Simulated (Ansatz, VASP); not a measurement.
## Two plane-wave programs on Ta2N

```
Ta N
1.0
     3.10113    0.00000    0.00000
    -1.55056    2.68565    0.00000
     0.00000    0.00000    4.88195
Ta N
2 1
Direct
  0.66667 0.33333 0.74490
  0.33333 0.66667 0.25510
  0.00000 0.00000 0.00000
```

Alike in both runs: functional PBE; k mesh 18 × 18 × 10; occupations gaussian, width 0.1 eV; no spin polarisation.

Ansatz relaxed the structure, and its values are those at the end. VASP's run is a single point on that final structure, the one shown.

```csv
,VASP,Ansatz
version,VASP 6.6.1,Ansatz 0.2.0
potentials or method,"VASP PAW PBE potentials, release 64 (Ta_pv, N), cutoff 520 eV","scalar-relativistic, plane waves, PAW"
valence electrons in the cell,27,31
```

Ansatz gave:

```
gap on the k mesh at the Fermi level (eV) : none
pressure (GPa)                            : 0.0
rms of the force components (eV/Å)        : 0.001
```

Task: What did VASP give for the same quantities?

Result: gap on the k mesh at the Fermi level (eV): none; pressure (GPa): 0.4; rms of the force components (eV/Å): 0.021.

A gap of «none» marks a metal or a gap that the smearing closes. VASP's potentials hold 27 valence electrons a cell and Ansatz's 31, so a difference there can come from the potentials and not from the codes.

Neither program's run includes spin-orbit coupling.
